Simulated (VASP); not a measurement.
A run of VASP 6.6.1 is set up as follows.

File INCAR:

```
PREC     = Accurate       # precision mode
ENCUT    = 520            # plane-wave cutoff, eV
EDIFF    = 1E-8           # SCF threshold, eV
ISMEAR   = 0              # smearing method
SIGMA    = 0.01           # smearing width, eV
LREAL    = F              # projectors in reciprocal space
LASPH    = T              # aspherical terms in the spheres
NELM     = 100            # most SCF steps
ALGO     = Normal         # electronic algorithm
ISIF     = 2              # what is computed and relaxed
LWAVE    = F              # write WAVECAR
LCHARG   = F              # write CHGCAR
IBRION   = 8              # ionic algorithm
NSW      = 1              # ionic steps
```

File KPOINTS:

```
Automatic mesh
0
Gamma
  12 12 12
```

File POSCAR:

```
SnSe
1.0
    0.0000000000      2.7461061869      2.7461061869
    2.7461061869      0.0000000000      2.7461061869
    2.7461061869      2.7461061869      0.0000000000
Sn Se
1 1
Direct
    0.0000000000      0.0000000000      0.0000000000
    0.5000000000      0.5000000000      0.5000000000
```

Potentials or basis: VASP PAW LDA potentials, release 64 (Sn_d, Se).

Launch:

```bash
$ cat potpaw_LDA.64/Sn_d/POTCAR potpaw_LDA.64/Se/POTCAR > POTCAR
$ mpirun -np 1 vasp_std > vasp.out
```

Q: Predict the highest phonon frequency at Γ, LO-TO splitting left out.

A: 144 cm⁻¹.

Phonon frequencies in cm⁻¹ (negative: imaginary):
```tsv
q point	frequencies
(0.000, 0.000, 0.000)	0 0 0 144 144 144
```

Caveat: the cell wasn't relaxed at this level first, which shifts response properties.
